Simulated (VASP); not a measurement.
Runs of VASP 6.6.1 on SrAgO3. The structure is that of space group Pm-3m (No. 221), or close to it. The cells are those of the table. 

```tsv
cell	gap on the mesh (eV)	pressure (GPa)
a = 4.041 Å, 5 atoms	none	-6.1
a = 4.243 Å, 5 atoms	none	-17.1
a = 4.005 Å, 5 atoms	none	(a)
a = 4.144 Å, 5 atoms	none	(b)
a = 4.110 Å, 5 atoms	none	-11.0
```

Alike in all rows: task single point; level LDA; potentials or basis VASP PAW LDA potentials, release 64 (Sr_sv, Ag, O); no spin polarisation; k mesh 6 × 6 × 6; cutoff (eV) 520; smearing fermi-dirac 0.15 eV.

Q: Fill in the values left out.

A: (a) -3.0; (b) -13.0.

Caveats: an odd number of electrons without spin polarisation forces a metal; a magnetic or distorted state may lie lower.

A k mesh can miss the band edges, and the runs leave out spin-orbit coupling on Ag, Sr.

A gap of «none» marks levels without a gap at the run's occupations.
